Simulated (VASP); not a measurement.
# SnTe (P4mm) in VASP: single point with PBE

Aim: the single point of SnTe with PBE.

Everything below comes from runs of VASP 6.6.1. Logs are shortened: lines on timing, memory, paths and dates and some standing lists are left out, and cuts for length are marked.

## (1) The cell of the first run

Symmetry: P4mm, No. 99, tetragonal system. Conventional cell: a = 4.044 Å, b = 4.044 Å, c = 4.162 Å, α = 90.00°, β = 90.00°, γ = 90.00°. Sn (site symmetry 4mm) has 8 Te at 3.36 to 3.73 Å and 6 Sn at 4.04 to 4.16 Å within 4.4 Å. Te (site symmetry 4mm) has 8 Sn at 3.36 to 3.73 Å and 6 Te at 4.04 to 4.16 Å within 4.4 Å.

## (2) Single point, PBE (strained and its atoms moved)

INCAR

```
PREC = Accurate
ENCUT = 520
EDIFF = 1E-7
ISMEAR = 0
SIGMA = 0.1
LREAL = F
LASPH = T
NELM = 100
ALGO = Normal
ISIF = 2
LWAVE = F
LCHARG = F
GGA = PE
NBANDS = 17
```

KPOINTS

```
regular mesh
0
Gamma
  10 10 10
```

POSCAR

```
SnTe
1.0
    4.0443711190      0.0000000000      0.0000000000
    0.0000000000      4.1615121190      0.0000000000
    0.0000000000      0.0000000000      4.0443711190
Sn Te
1 1
Direct
    0.0000000000      0.0384152432      0.0000000000
    0.5000000000      0.4615847568      0.5000000000
```

Potentials or basis: VASP PAW PBE potentials, release 64 (Sn_d, Te).

On the command line:

```bash
cat potpaw_PBE.64/Sn_d/POTCAR potpaw_PBE.64/Te/POTCAR > POTCAR
mpirun -np 1 vasp_std > vasp.out
```

OUTCAR:

```text
PREC = Accurate
   ENCUT = 520
   EDIFF = 1E-7
   ISMEAR = 0
   LREAL = F
   LASPH = T
   NELM = 100
   ISIF = 2
   GGA = PE

 ion  position               nearest neighbor table
   1  0.000  0.038  0.000-   2 3.36   2 3.36   2 3.36   2 3.36
   2  0.500  0.462  0.500-   1 3.36   1 3.36   1 3.36   1 3.36

  LATTYP: Found a simple tetragonal cell.
 ALAT       =     4.0443711190
 C/A-ratio  =     1.0289639592

  Lattice vectors:

 A1 = (  -4.0443711190,   0.0000000000,   0.0000000000)
 A2 = (   0.0000000000,   0.0000000000,   4.0443711190)
 A3 = (   0.0000000000,   4.1615121190,   0.0000000000)

Analysis of symmetry for initial positions (statically):
=====================================================================
 Subroutine PRICEL returns:
 Original cell was already a primitive cell.

 Routine SETGRP: Setting up the symmetry group for a
 simple tetragonal supercell.

 Subroutine GETGRP returns: Found  8 space group operations
 (whereof  8 operations were pure point group operations)
 out of a pool of 16 trial point group operations.

The static configuration has the point symmetry C_4v.

Analysis of symmetry for dynamics (positions and initial velocities):
=====================================================================
 Subroutine PRICEL returns:
 Original cell was already a primitive cell.

 Routine SETGRP: Setting up the symmetry group for a
 simple tetragonal supercell.

 Subroutine GETGRP returns: Found  8 space group operations
 (whereof  8 operations were pure point group operations)
 out of a pool of 16 trial point group operations.

The dynamic configuration has the point symmetry C_4v.

 Subroutine INISYM returns: Found  8 space group operations
 (whereof  8 operations are pure point group operations),
 and found     1 'primitive' translations

----------------------------------------------------------------------------------------

                                     Primitive cell

  volume of cell :      68.0696

  direct lattice vectors                    reciprocal lattice vectors
     4.044371119  0.000000000  0.000000000     0.247257230  0.000000000  0.000000000
     0.000000000  4.161512119  0.000000000     0.000000000  0.240297270  0.000000000
     0.000000000  0.000000000  4.044371119     0.000000000  0.000000000  0.247257230

  length of vectors
     4.044371119  4.161512119  4.044371119     0.247257230  0.240297270  0.247257230

  position of ions in fractional coordinates (direct lattice)
     0.000000000  0.038415243  0.000000000
     0.500000000  0.461584757  0.500000000

  ion indices of the primitive-cell ions
   primitive index   ion index
                 1           1
                 2           2

----------------------------------------------------------------------------------------

 KPOINTS: regular mesh

Automatic generation of k-mesh.
 Grid dimensions read from file:
 generate k-points for:   10   10   10

 Generating k-lattice:

  Cartesian coordinates                     Fractional coordinates (reciprocal lattice)
     0.024725723  0.000000000  0.000000000     0.100000000  0.000000000  0.000000000
     0.000000000  0.024029727  0.000000000     0.000000000  0.100000000  0.000000000
     0.000000000  0.000000000  0.024725723     0.000000000  0.000000000  0.100000000

  Length of vectors
     0.024725723  0.024029727  0.024725723

  Shift w.r.t. Gamma in fractional coordinates (k-lattice)
     0.000000000  0.000000000  0.000000000

 Subroutine IBZKPT returns following result:
 ===========================================

 Found    126 irreducible k-points:

 Following reciprocal coordinates:
            Coordinates               Weight
  0.000000  0.000000  0.000000      1.000000
  0.100000  0.000000  0.000000      4.000000
  0.200000  0.000000  0.000000      4.000000
  0.300000  0.000000  0.000000      4.000000
  0.400000  0.000000  0.000000      4.000000
  0.500000  0.000000  0.000000      2.000000
[... 16 lines left out ...]
  0.400000  0.300000  0.000000      8.000000
  0.500000  0.300000  0.000000      4.000000
 [... further k-points ...]
   k-points           NKPTS =    126   k-points in BZ     NKDIM =    126   number of bands    NBANDS=     17
   number of dos      NEDOS =    301   number of ions     NIONS =      2
   total plane-waves  NPLWV =  28800
   dimension x,y,z NGX =    30 NGY =   32 NGZ =   30
   dimension x,y,z NGXF=    60 NGYF=   64 NGZF=   60
   ions per type =               1   1
   NGX,Y,Z   is equivalent  to a cutoff of  12.33, 12.78, 12.33 a.u.
   NGXF,Y,Z  is equivalent  to a cutoff of  24.66, 25.57, 24.66 a.u.
 SYSTEM =  unknown system
   PREC   = accura    normal or accurate (medium, high low for compatibility)
   ISTART =      0    job   : 0-new  1-cont  2-samecut
   ICHARG =      2    charge: 1-file 2-atom 10-const
   ISPIN  =      1    spin polarized calculation?
   LNONCOLLINEAR =      F non collinear calculations
   LSORBIT =      F    spin-orbit coupling
   LASPH  =      T    aspherical Exc in radial PAW
   ENCUT  =  520.0 eV  38.22 Ry    6.18 a.u.   7.52  7.74  7.52*2*pi/ulx,y,z
   NELM   =    100;   NELMIN=  2; NELMDL= -5     # of ELM steps
   EDIFF  = 0.1E-06   stopping-criterion for ELM
   LREAL  =      F    real-space projection
   EDIFFG = 0.1E-05   stopping-criterion for IOM
   NSW    =      0    number of steps for IOM
   IBRION =     -1    ionic relax: 0-MD 1-quasi-New 2-CG
   NFREE  =      0    steps in history (QN), initial steepest desc. (CG)
   ISIF   =      2    stress and relaxation
   ISYM   =      2    0-nonsym 1-usesym 2-fastsym
   POTIM  = 0.5000    time-step for ionic-motion
   TEBEG  =    0.0;   TEEND  =   0.0 temperature during run
   PSTRESS=    0.0 pullay stress
   NELECT =      20.0000    total number of electrons
   NUPDOWN=      -1.0000    fix difference up-down
   EMIN   =  10.00;   EMAX   =-10.00  energy-range for DOS
   EFERMI =   0.00;   METHOD = LEGACY
   ISMEAR =     0;   SIGMA  =   0.10  broadening in eV -4-tet -1-fermi 0-gaus
   EFERMI_NEDOS =   21; number of points for ismear=-14 and -15
   IALGO  =     38    algorithm
   IMIX   =      4    mixing-type and parameters
     AMIX     =   0.40;   BMIX     =  1.00
     AMIX_MAG =   1.60;   BMIX_MAG =  1.00
  volume/ion in A,a.u.               =      34.03       229.68
  Fermi-wavevector in a.u.,A,eV,Ry     =   1.088346  2.056676 16.116069  1.184498
  Thomas-Fermi vector in A             =   2.224526
   LORBIT       =      0    0 simple, 1 ext, 2 COOP (PROOUT), +10 PAW based schemes
   GGA     = PE    functional components
   LHFCALC =     F    Hartree Fock is set to
   AEXX    =    0.0000 exact exchange contribution
   IVDW    =     0    specifies the selected vdW correction
   LEPSILON=     F    determine dielectric tensor
   LRPA    =     F    only Hartree local field effects (RPA)
 non-spin polarized calculation
 Gauss-broadening in eV      SIGMA  =   0.10
  energy-cutoff  :      520.00
  volume of cell :       68.07
 maximum number of plane-waves:      1852
   NGX = 15   NGY = 15   NGZ = 15

 number of electron      20.0000011 magnetization

 Free energy of the ion-electron system (eV)
  ---------------------------------------------------
  ext. energy  EPLUGINS =         0.00000000
  ---------------------------------------------------
  free energy    TOTEN  =        -7.00891075 eV

  energy without entropy =       -7.00292404  energy(sigma->0) =       -7.00591740

 E-fermi :   5.4862     XC(G=0):  -9.2517

 val. band max:        5.4395681105   @ k =   0.3000   0.1000   0.1000
 cond. band min:       5.4966765938   @ k =   0.4000   0.5000   0.3000
 fundamental gap:      0.0571084833
 Fermi energy:         5.4862230571

 k-point     1 :       0.0000    0.0000    0.0000
  band No.  band energies     occupation
      1     -16.1583      2.00000
      2     -16.1581      2.00000
      3     -16.1354      2.00000
      4     -16.1354      2.00000
      5     -16.1308      2.00000
      6      -6.0206      2.00000
[... 9 lines left out ...]
     16      15.2102      0.00000
     17      15.8255      0.00000

 k-point     2 :       0.1000    0.0000    0.0000
  band No.  band energies     occupation
      1     -16.1582      2.00000
      2     -16.1561      2.00000
      3     -16.1361      2.00000
      4     -16.1353      2.00000
      5     -16.1314      2.00000
      6      -5.9548      2.00000
[... 9 lines left out ...]
     16      15.5304      0.00000
     17      15.5999      0.00000

 k-point     3 :       0.2000    0.0000    0.0000
  band No.  band energies     occupation
      1     -16.1580      2.00000
      2     -16.1507      2.00000
      3     -16.1378      2.00000
      4     -16.1352      2.00000
      5     -16.1331      2.00000
      6      -5.7664      2.00000
[... 9 lines left out ...]
     16      14.5737      0.00000
     17      15.4770      0.00000

 k-point     4 :       0.3000    0.0000    0.0000
  band No.  band energies     occupation
      1     -16.1577      2.00000
      2     -16.1440      2.00000
      3     -16.1398      2.00000
      4     -16.1352      2.00000
      5     -16.1349      2.00000
      6      -5.4893      2.00000
[... 9 lines left out ...]
     16      13.3638      0.00000
     17      15.7180      0.00000
[... 343 lines left out ...]
      1     -16.1518      2.00000
      2     -16.1438      2.00000
      3     -16.1393      2.00000
      4     -16.1379      2.00000
      5     -16.1347      2.00000
      6      -5.1116      2.00000
[... 9 lines left out ...]
     16      13.3992      0.00000
     17      14.3259      0.00000

 k-point    23 :       0.4000    0.3000    0.0000
  band No.  band energies     occupation
      1     -16.1511      2.00000
      2     -16.1458      2.00000
      3     -16.1377      2.00000
      4     -16.1363      2.00000
      5     -16.1343      2.00000
      6      -4.8828      2.00000
[... 9 lines left out ...]
     16      13.3696      0.00000
     17      14.5415      0.00000

 k-point    24 :       0.5000    0.3000    0.0000
  band No.  band energies     occupation
      1     -16.1509      2.00000
      2     -16.1465      2.00000
      3     -16.1376      2.00000
      4     -16.1369      2.00000
      5     -16.1323      2.00000
      6      -4.7827      2.00000
[... 9 lines left out ...]
     16      13.6702      0.00000
     17      13.9112      0.00000

 [... further k-points ...]
[... 5 lines left out ...]
  --------------------------------------------------------------------------------------
  -------------------------------------------------------------------------------------
  Total       -1.5862572     -1.5836526     -1.5862572      0.0000000     -0.0000000      0.0000000
  in kB      -37.3362777    -37.2749722    -37.3362777      0.0000000     -0.0000000      0.0000000
  external PRESSURE =     -37.3158426 kB  Pullay stress =       0.0000000 kB

 VOLUME and BASIS-vectors are now :
 -----------------------------------------------------------------------------
  energy-cutoff  :      520.00
  volume of cell :       68.07
      direct lattice vectors                 reciprocal lattice vectors
     4.044371119  0.000000000  0.000000000     0.247257230  0.000000000  0.000000000
     0.000000000  4.161512119  0.000000000     0.000000000  0.240297270  0.000000000
     0.000000000  0.000000000  4.044371119     0.000000000  0.000000000  0.247257230

 POSITION                                       TOTAL-FORCE (eV/Angst)
 -----------------------------------------------------------------------------------
      0.00000      0.15987      0.00000         0.000000      0.383041     -0.000000
      2.02219      1.92089      2.02219         0.000000     -0.383041      0.000000
 -----------------------------------------------------------------------------------
    total drift:                                0.000000      0.000142      0.000001

  FREE ENERGIE OF THE ION-ELECTRON SYSTEM (eV)
  ---------------------------------------------------
  free  energy   TOTEN  =        -7.0089107544 eV

  energy  without entropy=       -7.0029240413  energy(sigma->0) =       -7.00591740
```

Run time: 47 s. Hardware: 1 thread of Intel Xeon 6975P-C (Granite Rapids), shared host; peak memory 0.27 GiB.

Results:

| Property | Result |
| --- | --- |
| Free energy | -7.0089 eV |
| Pressure | -3.7 GPa |
| Largest force | 0.383 eV/Å |
| Band gap on the k mesh | zero (band 10 reaches 5.77 eV, above the bottom of band 11 at 4.72 eV) |

Forces in eV/Å, atoms in the order of the input:
```
Sn   0.000  0.383  0.000
Te   0.000 -0.383  0.000
```

Levels at points of the mesh, in eV from the Fermi level:
```csv
k point,band 7,band 8,band 9,band 10,band 11,band 12,band 13,band 14
"(0.00, 0.00, 0.00)",-5.59,-1.47,-1.35,-1.35,2.96,3.96,4.68,4.68
"(0.50, 0.00, 0.00)",-7.55,-0.63,-0.39,-0.09,0.44,2.06,2.19,5.59
"(0.00, 0.50, 0.00)",-7.43,-0.43,-0.34,-0.34,0.43,2.41,2.41,5.41
"(0.50, 0.50, 0.00)",-6.43,-3.90,-3.81,0.28,3.00,3.38,3.48,5.94
"(0.50, 0.00, 0.50)",-6.16,-4.01,-4.01,0.16,2.83,3.32,3.32,5.69
"(0.50, 0.50, 0.50)",-5.45,-2.69,-2.69,-2.20,-0.74,-0.52,-0.52,12.20
```

Caveat: the cell differs from its parent crystal (strained and its atoms moved); spin-orbit coupling is left out, which moves the levels of the heavy elements.
